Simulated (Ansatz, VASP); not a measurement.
**One calculation of SrTiO3, two programs**

```
Sr Ti O
1.0
     3.98227    0.00000    0.00000
     0.00000    3.98227    0.00000
     0.00000    0.00000    3.84469
Sr Ti O
1 1 3
Direct
  0.00342 0.00000 0.00000
  0.51613 0.50000 0.50000
  0.97561 0.50000 0.50000
  0.47870 0.00000 0.50000
  0.47870 0.50000 0.00000
```

Change from the starting cell: mode 1 frozen in at -0.096 Å, strain +e along z and -e/2 along x and y -0.0233.

Alike in both runs: task single point; functional PBE; k mesh 8 × 8 × 8; occupations gaussian, width 0.05 eV; no spin polarisation.

|  | VASP | Ansatz |
| --- | --- | --- |
| version | VASP 6.6.1 | Ansatz 0.2.0 |
| potentials or method | VASP PAW PBE potentials, release 64 (Sr_sv, Ti_sv, O_h), cutoff 910 eV | scalar-relativistic, plane waves, PAW |
| valence electrons in the cell | 40 | 40 |

|  | VASP | Ansatz | Ansatz less VASP |
| --- | --- | --- | --- |
| gap on the k mesh at the Fermi level (eV) | 1.88 | 1.91 | +0.030 |
| least direct gap on the mesh (eV) | 2.46 | 2.48 | +0.019 |
| rms of the force components (eV/Å) | 0.114 | 0.104 | -0.0104 |

Atom by atom the forces differ by 0.013 eV/Å (rms over components). With one functional, cell and mesh, what is left measures potentials, basis and numerics.

Noted on VASP's run: the cutoff is short for stress, so the pressure is rough.
